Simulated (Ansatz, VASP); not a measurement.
# Sc4Al in VASP and in Ansatz

```xyz
10
Lattice="3.2591 0.0000 0.0000 -1.6296 2.8225 0.0000 0.0000 0.0000 25.2161" Properties=species:S:1:pos:R:3 pbc="T T T"
Sc    0.0000    1.8816   16.5476
Sc    0.0000    1.8816   21.2766
Sc    0.0000    1.8816    1.2934
Sc    0.0000    1.8816   11.3146
Sc    1.6296    0.9408   23.9227
Sc    1.6296    0.9408    3.9395
Sc    1.6296    0.9408    8.6685
Sc    1.6296    0.9408   13.9015
Al    0.0000    1.8816    6.3040
Al    1.6296    0.9408   18.9121
```

Alike in both runs: task single point; functional PBE; k mesh 6 × 6 × 1; occupations gaussian, width 0.1 eV; collinear spin.

|  | VASP | Ansatz |
| --- | --- | --- |
| version | VASP 6.6.1 | Ansatz 0.2.0 |
| potentials or method | VASP PAW PBE potentials, release 64 (Sc_sv, Al), cutoff 520 eV | scalar-relativistic, plane waves, PAW |
| valence electrons in the cell | 94 | 94 |

Ansatz gave:

| Item | Value |
| --- | --- |
| gap on the k mesh at the Fermi level (eV) | none |
| pressure (GPa) | 0.2 |
| traceless stress, the component that is largest in VASP (GPa) | 0.16 |
| rms of the force components (eV/Å) | 0.009 |
| net moment per atom (μB) | 0.06 |
| size of the moment on the site where the two differ most (μB) | 0.14 |

Task: Which values does VASP return?

Result: gap on the k mesh at the Fermi level (eV): none; pressure (GPa): 0.2; traceless stress, the component that is largest in VASP (GPa): 0.17; rms of the force components (eV/Å): 0.009; net moment per atom (μB): 0.06; size of the moment on the site where the two differ most (μB): 0.12.

Site moments also hang on the region over which each program counts them. Atom by atom the forces differ by 0.000 eV/Å (rms over components). A gap of «none» marks a metal or a gap that the smearing closes. Ansatz's warnings: seeded moment not kept.

The k mesh is coarse, so the values compare programs but aren't converged.
